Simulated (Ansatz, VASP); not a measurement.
# One calculation of Sc, two programs

```
Sc
1.0
     3.78151    2.18325    6.44899
    -3.78151    2.18325    6.44899
     0.00000   -4.36651    6.44899
Sc
12
Direct
  0.01019 0.65361 0.01019
  0.01019 0.01019 0.65361
  0.65361 0.01019 0.01019
  0.98981 0.34639 0.98981
  0.34639 0.98981 0.98981
  0.98981 0.98981 0.34639
  0.22118 0.63060 0.22118
  0.22118 0.22118 0.63060
  0.63060 0.22118 0.22118
  0.77882 0.36940 0.77882
  0.36940 0.77882 0.77882
  0.77882 0.77882 0.36940
```

Alike in both runs: task single point; functional PBEsol; k mesh 3 × 3 × 3; occupations gaussian, width 0.1 eV; no spin polarisation.

|  | VASP | Ansatz |
| --- | --- | --- |
| version | VASP 6.6.1 | Ansatz 0.2.0 |
| potentials or method | VASP PAW PBE potentials, release 64 (Sc_sv), cutoff 520 eV | scalar-relativistic, plane waves, PAW |
| valence electrons in the cell | 132 | 132 |

VASP gave:

- gap on the k mesh at the Fermi level (eV): none
- pressure (GPa): 10.9
- traceless stress, the component that is largest in VASP (GPa): 2.06
- rms of the force components (eV/Å): 1.205

Problem. Estimate Ansatz's values.

Solution. gap on the k mesh at the Fermi level (eV): none; pressure (GPa): 10.9; traceless stress, the component that is largest in VASP (GPa): 2.06; rms of the force components (eV/Å): 1.198.

VASP's potentials were made for PBE, not for PBEsol. Atom by atom the forces differ by 0.008 eV/Å (rms over components). A gap of «none» marks a metal or a gap that the smearing closes. The functional is the same, so the differences come from potentials, cutoffs and numerics.
